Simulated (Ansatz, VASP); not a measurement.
# TiCo3: VASP beside Ansatz

The input INCAR:

```
PREC = Accurate
ENCUT = 600
EDIFF = 1E-6
ISMEAR = 0
SIGMA = 0.1
LREAL = F
LASPH = T
NELM = 150
ALGO = Fast
ISIF = 3
LWAVE = F
LCHARG = F
ISPIN = 2
MAGMOM = -0.33 1.11 1.11 1.11
LORBIT = 11
LMAXMIX = 4
GGA = PS
IBRION = 2
NSW = 100
EDIFFG = -0.005
```

File KPOINTS:

```
regular mesh
0
Gamma
  12 12 12
```

Contents of POSCAR:

```
TiCo3
1.0
    3.5494995564      0.0000000000      0.0000000000
    0.0000000000      3.5494995564      0.0000000000
    0.0000000000      0.0000000000      3.5494995564
Ti Co
1 3
Direct
    0.0000000000      0.0000000000      0.0000000000
    0.0000000000      0.5000000000      0.5000000000
    0.5000000000      0.0000000000      0.5000000000
    0.5000000000      0.5000000000      0.0000000000
```

Input for Ansatz:

```yaml
crystal:
  lattice:
    - [3.5494995564, 0.0, 0.0]
    - [0.0, 3.5494995564, 0.0]
    - [0.0, 0.0, 3.5494995564]
  atoms:
    - { symbol: Ti, position: [0.0, 0.0, 0.0], spin: -0.33 }
    - { symbol: Co, position: [0.0, 0.5, 0.5], spin: 1.11 }
    - { symbol: Co, position: [0.5, 0.0, 0.5], spin: 1.11 }
    - { symbol: Co, position: [0.5, 0.5, 0.0], spin: 1.11 }
basis:
  ecutwfc: 420
kpoints:
  mp_grid: { grid: [12, 12, 12] }
hamiltonian:
  xc: pbesol
scf:
  occupations: { method: gaussian, width: 0.1 }
output:
  forces: true
  stress: true
  eigenvalues: true
  populations: true
  write_density: true
  write_potential: true
  elf: true
  volumetric_format: npy
magnetization:
  spin_polarized: true
relax:
  adjacent_minimum: "off"
  f_tol: 0.005
  max_steps: 80
  cell: { stress_tol: 0.05 }
```

Alike in both runs: task relaxation of cell and atoms; functional PBEsol; k mesh 12 × 12 × 12; occupations gaussian, width 0.1 eV; collinear spin.

|  | VASP | Ansatz |
| --- | --- | --- |
| version | VASP 6.6.1 | Ansatz 0.2.0 |
| potentials or method | VASP PAW PBE potentials, release 64 (Ti_sv, Co), cutoff 600 eV | scalar-relativistic, plane waves, PAW |
| valence electrons in the cell | 39 | 63 |

Ansatz gave:

| Item | Value |
| --- | --- |
| gap on the k mesh at the Fermi level, each at its own relaxed structure (eV) | none |
| net moment per atom (μB) | 0.17 |
| size of the moment on the site where the two differ most (μB) | 0.27 |
| relaxed volume (Å³/atom) | 10.98 |
| relaxed length of the cell vector where the two differ most in proportion (Å) | 3.528 |

Task: Estimate VASP's values.

Result: gap on the k mesh at the Fermi level, each at its own relaxed structure (eV): none; net moment per atom (μB): 0.17; size of the moment on the site where the two differ most (μB): 0.25; relaxed volume (Å³/atom): 10.95; relaxed length of the cell vector where the two differ most in proportion (Å): 3.525.

VASP's potentials were made for PBE, not for PBEsol. Site moments also hang on the region over which each program counts them. A gap of «none» marks a metal or a gap that the smearing closes. VASP's potentials hold 39 valence electrons a cell and Ansatz's 63, so a difference there can come from the potentials and not from the codes.
